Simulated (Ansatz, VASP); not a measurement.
## BiTe: VASP beside Ansatz

File POSCAR:

```
BiTe
1.0
    2.4702239101      1.4261844395      3.3823534125
   -2.4702239101      1.4261844395      3.3823534125
    0.0000000000     -2.8523688790      3.3823534125
Bi Te
1 1
Direct
    0.5000000000      0.5000000000      0.5000000000
    0.0000000000      0.0000000000      0.0000000000
```

INCAR.step1

```
PREC = Accurate
ENCUT = 520
EDIFF = 1E-5
ISMEAR = -1
SIGMA = 0.05
LREAL = F
LASPH = T
NELM = 80
ALGO = Normal
ISIF = 2
LWAVE = T
LCHARG = F
NBANDS = 18
GGA = PE
```

Contents of INCAR.step2:

```
PREC = Accurate
ENCUT = 520
EDIFF = 1E-6
ISMEAR = -1
SIGMA = 0.05
LREAL = F
LASPH = T
NELM = 80
ALGO = Normal
ISIF = 2
LWAVE = F
LCHARG = F
GGA = PE
LHFCALC = T
HFSCREEN = 0.2079
PRECFOCK = Normal
NBANDS = 18
ISTART = 1
```

The input KPOINTS:

```
regular mesh
0
Gamma
  4 4 4
```

input

```
crystal:
  lattice:
    - [2.4702239101, 1.4261844395, 3.3823534125]
    - [-2.4702239101, 1.4261844395, 3.3823534125]
    - [0.0, -2.852368879, 3.3823534125]
  atoms:
    - { symbol: Bi, position: [0.5, 0.5, 0.5] }
    - { symbol: Te, position: [0.0, 0.0, 0.0] }
hamiltonian:
  xc: hse06
  pseudopotentials: { kind: paw }
kpoints:
  mp_grid: { grid: [4, 4, 4] }
scf:
  occupations: { method: fermi_dirac, width: 0.05 }
output:
  forces: true
  stress: true
  eigenvalues: true
```

Alike in both runs: task single point; functional HSE06; k mesh 4 × 4 × 4; occupations fermi-dirac, width 0.05 eV; no spin polarisation.

|  | VASP | Ansatz |
| --- | --- | --- |
| version | VASP 6.6.1 | Ansatz 0.2.0 |
| potentials or method | VASP PAW PBE potentials, release 64 (Bi_d, Te) | Ansatz PAW |
| plane-wave cutoff (eV) | 520 | 420 |
| valence electrons in the cell | 21 | 31 |

VASP gave:

| Item | Value |
| --- | --- |
| gap on the k mesh at the Fermi level (eV) | none |
| pressure (GPa) | -4.4 |
| traceless stress, the component that is largest in VASP (GPa) | 0.87 |

**Question.** Which values does Ansatz return?

**Answer.** gap on the k mesh at the Fermi level (eV): none; pressure (GPa): -4.1; traceless stress, the component that is largest in VASP (GPa): 0.83.

A gap of «none» marks a metal or a gap that the smearing closes. VASP's potentials hold 21 valence electrons a cell and Ansatz's 31, so a difference there can come from the potentials and not from the codes.

The k mesh is coarse, so the values compare programs but aren't converged. Neither program's run includes spin-orbit coupling.
